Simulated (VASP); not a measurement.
Runs of VASP 6.6.1 on NaCl. The structure is that of space group Pm-3m (No. 221), or close to it. The cells are those of the table. 

```tsv
cell	gap on the mesh (eV)	pressure (GPa)
a = 3.531 Å, 2 atoms	(a)	-0.6
a = 3.554 Å, 2 atoms	3.84	-1.0
a = 3.461 Å, 2 atoms	(b)	1.1
a = 3.484 Å, 2 atoms	4.03	0.5
```

Alike in all rows: task single point; level PBE; potentials or basis VASP PAW PBE potentials, release 64 (Na_pv, Cl); no spin polarisation; k mesh 12 × 12 × 12; cutoff (eV) 520; smearing gaussian 0.05 eV.

Q: Estimate the missing entries.

A: (a) 3.90; (b) 4.10.

A k mesh can miss the band edges.
